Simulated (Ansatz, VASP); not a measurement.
# Two plane-wave programs on In3Se

The input INCAR:

```
SYSTEM = In3Se
ALGO = Normal ; EDIFF = 1E-7
ENCUT = 520 ; GGA = PS
ISIF = 2 ; ISMEAR = 0
IVDW = 12 ; LASPH = .TRUE.
LCHARG = .FALSE. ; LREAL = .FALSE.
LWAVE = .FALSE. ; NBANDS = 30
NELM = 80 ; PREC = Accurate
SIGMA = 0.15
```

The input KPOINTS:

```
k-points
0
G
  10 10 10
  0 0 0
```

Contents of POSCAR:

```
In3Se
1.0
    4.8022510210      0.0000000000      0.0000000000
    0.0000000000      4.8022510210      0.0000000000
    0.0000000000      0.0000000000      4.5217995614
In Se
3 1
Direct
    0.0000000000      0.5000000000      0.5000000000
    0.5000000000      0.0000000000      0.5000000000
    0.5000000000      0.5000000000      0.0000000000
    0.0000000000      0.0000000000      0.0000000000
```

Input for Ansatz:

```yaml
crystal:
  lattice:
    - [4.802251021, 0.0, 0.0]
    - [0.0, 4.802251021, 0.0]
    - [0.0, 0.0, 4.5217995614]
  atoms:
    - { symbol: In, position: [0.0, 0.5, 0.5] }
    - { symbol: In, position: [0.5, 0.0, 0.5] }
    - { symbol: In, position: [0.5, 0.5, 0.0] }
    - { symbol: Se, position: [0.0, 0.0, 0.0] }
basis:
  ecutwfc: 420
kpoints:
  mp_grid: { grid: [10, 10, 10] }
hamiltonian:
  xc: pbesol
  pseudopotentials: { kind: paw, azcp: { folder: soft_1 } }
  dispersion: d3bj
scf:
  occupations: { method: gaussian, width: 0.15 }
output:
  forces: true
  stress: true
  eigenvalues: true
```

Alike in both runs: task single point; functional PBEsol; dispersion D3(BJ); k mesh 10 × 10 × 10; occupations gaussian, width 0.15 eV; no spin polarisation.

|  | VASP | Ansatz |
| --- | --- | --- |
| version | VASP 6.6.1 | Ansatz 0.2.0 |
| potentials or method | VASP PAW PBE potentials, release 64 (In_d, Se), cutoff 520 eV | scalar-relativistic, plane waves, PAW |
| valence electrons in the cell | 45 | 55 |

|  | VASP | Ansatz | Ansatz less VASP |
| --- | --- | --- | --- |
| gap on the k mesh at the Fermi level (eV) | none | none | - |
| pressure (GPa) | -3.2 | -3.2 | +0.01 |
| traceless stress, the component that is largest in VASP (GPa) | 0.18 | 0.18 | -0.002 |

VASP's potentials were made for PBE, not for PBEsol, and Ansatz warns of the same on its side. A gap of «none» marks a metal or a gap that the smearing closes. VASP's potentials hold 45 valence electrons a cell and Ansatz's 55, so a difference there can come from the potentials and not from the codes.
